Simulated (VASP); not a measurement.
# In3Se (Pm-3m) in VASP: notebook, part 2 of 2

VASP 6.6.1. Earlier steps stand in the parts before.

## (3) Relaxation of cell and atoms, PBEsol+D3(BJ)

The input, INCAR:

```
SYSTEM = In3Se
PREC = Accurate
ENCUT = 600
EDIFF = 1E-7
ISMEAR = 0
SIGMA = 0.1
LREAL = .False.
LASPH = .True.
NELM = 80
ALGO = Normal
ISIF = 3
LWAVE = .False.
LCHARG = .False.
GGA = PS
IVDW = 12
IBRION = 2
NSW = 100
EDIFFG = -0.005
```

The input, KPOINTS:

```
regular mesh
0
Gamma
  10 10 10
  0 0 0
```

The input, POSCAR:

```
In3Se
1.0
    4.5878535042      0.0000000000      0.0000000000
    0.0000000000      4.5878535042      0.0000000000
    0.0000000000      0.0000000000      4.5878535042
In Se
3 1
Direct
    0.0000000000      0.5000000000      0.5000000000
    0.5000000000      0.0000000000      0.5000000000
    0.5000000000      0.5000000000      0.0000000000
    0.0000000000      0.0000000000      0.0000000000
```

Potentials or basis: VASP PAW PBE potentials, release 64 (In_d, Se).

The run is started by

```sh
cat potpaw_PBE.64/In_d/POTCAR potpaw_PBE.64/Se/POTCAR > POTCAR
mpirun -np 1 vasp_std > vasp.out
```

OUTCAR:

```text
SYSTEM = In3Se
   PREC = Accurate
   ENCUT = 600
   EDIFF = 1E-7
   ISMEAR = 0
   LREAL = .False.
   LASPH = .True.
   NELM = 80
   ISIF = 3
   GGA = PS
   IVDW = 12
   IBRION = 2
   NSW = 100
   EDIFFG = -0.005
 IVDW          = 12

 ion  position               nearest neighbor table
   1  0.000  0.500  0.500-   2 3.24   3 3.24   4 3.24   3 3.24   4 3.24   2 3.24   4 3.24   4 3.24
                             2 3.24   3 3.24   3 3.24   2 3.24
   2  0.500  0.000  0.500-   1 3.24   3 3.24   4 3.24   3 3.24   4 3.24   1 3.24   3 3.24   3 3.24
                             1 3.24   4 3.24   4 3.24   1 3.24
   3  0.500  0.500  0.000-   1 3.24   2 3.24   4 3.24   1 3.24   2 3.24   2 3.24   4 3.24   2 3.24
                             1 3.24   4 3.24   1 3.24   4 3.24
   4  0.000  0.000  0.000-   1 3.24   2 3.24   3 3.24   1 3.24   2 3.24   1 3.24   3 3.24   1 3.24
                             2 3.24   3 3.24   2 3.24   3 3.24

  LATTYP: Found a simple cubic cell.
 ALAT       =     4.5878535042

  Lattice vectors:

 A1 = (   4.5878535042,   0.0000000000,   0.0000000000)
 A2 = (   0.0000000000,   4.5878535042,   0.0000000000)
 A3 = (   0.0000000000,   0.0000000000,   4.5878535042)

Analysis of symmetry for initial positions (statically):
=====================================================================
 Subroutine PRICEL returns:
 Original cell was already a primitive cell.

 Routine SETGRP: Setting up the symmetry group for a
 simple cubic supercell.

 Subroutine GETGRP returns: Found 48 space group operations
 (whereof 48 operations were pure point group operations)
 out of a pool of 48 trial point group operations.

The static configuration has the point symmetry O_h .

[... 193 lines left out ...]
      0.00000      2.29393      2.29393         0.000000      0.000000      0.000000
      2.29393      0.00000      2.29393         0.000000      0.000000      0.000000
      2.29393      2.29393      0.00000         0.000000      0.000000      0.000000
      0.00000      0.00000      0.00000         0.000000      0.000000      0.000000
 -----------------------------------------------------------------------------------
    total drift:                               -0.000000     -0.000000     -0.000000

  FREE ENERGIE OF THE ION-ELECTRON SYSTEM (eV)
  ---------------------------------------------------
  free  energy   TOTEN  =       -14.6865429743 eV

  energy  without entropy=      -14.6765215028  energy(sigma->0) =      -14.68153224

--------------------------------------- Ionic step        2  -------------------------------------------

 number of electron      44.9999979 magnetization

 Free energy of the ion-electron system (eV)
  ---------------------------------------------------
  ext. energy  EPLUGINS =         0.00000000
  ---------------------------------------------------
  free energy    TOTEN  =       -13.20775999 eV

  energy without entropy =      -13.19774182  energy(sigma->0) =      -13.20275091

 E-fermi :   7.2480     XC(G=0): -10.5455

 val. band max:        7.1916220857   @ k =   0.3000   0.2000   0.1000
 cond. band min:       7.2679582680   @ k =   0.4000   0.1000   0.0000
 fundamental gap:      0.0763361823
 Fermi energy:         7.2480023226

 k-point     1 :       0.0000    0.0000    0.0000
  band No.  band energies     occupation
      1      -7.6087      2.00000
      2      -7.5522      2.00000
      3      -7.5522      2.00000
      4      -7.5522      2.00000
      5      -7.3874      2.00000
      6      -7.3874      2.00000
[... 709 lines left out ...]
     26       9.7754      0.00000
     27      10.2786      0.00000

 [... further k-points ...]

------------------------ aborting loop because EDIFF is reached ----------------------------------------

 Edisp (eV)   -1.47879

 E8    (eV) :    -1.0411

  FORCE on cell =-STRESS in cart. coord.  units (eV):
  Direction    XX          YY          ZZ          XY          YZ          ZX
  --------------------------------------------------------------------------------------
  -------------------------------------------------------------------------------------
  Total      -0.00224    -0.00224    -0.00224    -0.00000    -0.00000     0.00000
  in kB      -0.03707    -0.03707    -0.03707    -0.00000    -0.00000     0.00000
  external pressure =       -0.04 kB  Pullay stress =        0.00 kB

 VOLUME and BASIS-vectors are now :
 -----------------------------------------------------------------------------
  energy-cutoff  :      600.00
  volume of cell :       96.64
      direct lattice vectors                 reciprocal lattice vectors
     4.588979636  0.000000000 -0.000000000     0.217913366 -0.000000000 -0.000000000
     0.000000000  4.588979636 -0.000000000    -0.000000000  0.217913366 -0.000000000
     0.000000000  0.000000000  4.588979636     0.000000000  0.000000000  0.217913366

 POSITION                                       TOTAL-FORCE (eV/Angst)
 -----------------------------------------------------------------------------------
      0.00000      2.29449      2.29449        -0.000000     -0.000000      0.000000
      2.29449      0.00000      2.29449        -0.000000     -0.000000      0.000000
      2.29449      2.29449     -0.00000         0.000000      0.000000      0.000000
      0.00000      0.00000      0.00000         0.000000      0.000000      0.000000
 -----------------------------------------------------------------------------------
    total drift:                               -0.000000     -0.000000     -0.000000

  FREE ENERGIE OF THE ION-ELECTRON SYSTEM (eV)
  ---------------------------------------------------
  free  energy   TOTEN  =       -14.6865488067 eV

  energy  without entropy=      -14.6765306360  energy(sigma->0) =      -14.68153972

 reached required accuracy - stopping structural energy minimisation
```

OSZICAR:

```text
N       E                     dE             d eps       ncg     rms          rms(c)
DAV:   1     0.412288930988E+03    0.41229E+03   -0.23744E+04  3024   0.240E+03
DAV:   2     0.272675698354E+02   -0.38502E+03   -0.38009E+03  3024   0.499E+02
DAV:   3    -0.117270804651E+02   -0.38995E+02   -0.37956E+02  3757   0.177E+02
DAV:   4    -0.134044099467E+02   -0.16773E+01   -0.16670E+01  3525   0.372E+01
[... 15 lines left out ...]
DAV:   3    -0.132077643026E+02    0.32488E-04   -0.12588E-04  4239   0.173E-01    0.132E-02
DAV:   4    -0.132077618051E+02    0.24975E-05   -0.38587E-06  3200   0.160E-02    0.602E-03
DAV:   5    -0.132077603932E+02    0.14119E-05   -0.50229E-07  2691   0.615E-03    0.175E-03
DAV:   6    -0.132077600196E+02    0.37357E-06   -0.10158E-07  1856   0.288E-03    0.488E-04
DAV:   7    -0.132077599939E+02    0.25650E-07   -0.16048E-08  1608   0.136E-03
   2 F= -.14686549E+02 E0= -.14681540E+02  d E =-.583234E-05
```

It took 3.9 min on 1 thread of Intel Xeon Platinum 8259CL at 2.50GHz (Skylake/Cascade Lake), shared host; peak memory 0.36 GiB.

What came out:

```yaml
Free_energy: -14.6865 eV
Relaxed_volume: 24.16 Å³/atom
Relaxed_cell: a = 4.589 Å, b = 4.589 Å, c = 4.589 Å, α = 90.00°, β = 90.00°, γ = 90.00°
Space_group_after_relaxing_to_0.1_Å: Pm-3m (No. 221)
Energy_gained_by_relaxing: 0.0 meV/atom
Ionic_steps: 2
Pressure_after_relaxing: 0.0 GPa
Band_gap_on_the_k_mesh: zero (an odd number of electrons rules out a gap without spin polarisation)
Dispersion_energy_per_atom: -0.370 eV
```

Final structure:
```xyz
4
Lattice="4.5890 0.0000 0.0000 0.0000 4.5890 0.0000 0.0000 0.0000 4.5890" Properties=species:S:1:pos:R:3 pbc="T T T"
In    0.0000    2.2945    2.2945
In    2.2945    0.0000    2.2945
In    2.2945    2.2945    0.0000
Se    0.0000    0.0000    0.0000
```

Caveat: the PAW data sets were made with another functional, which shifts forces and pressure a little; spin-orbit coupling is left out, which moves the levels of the heavy elements.
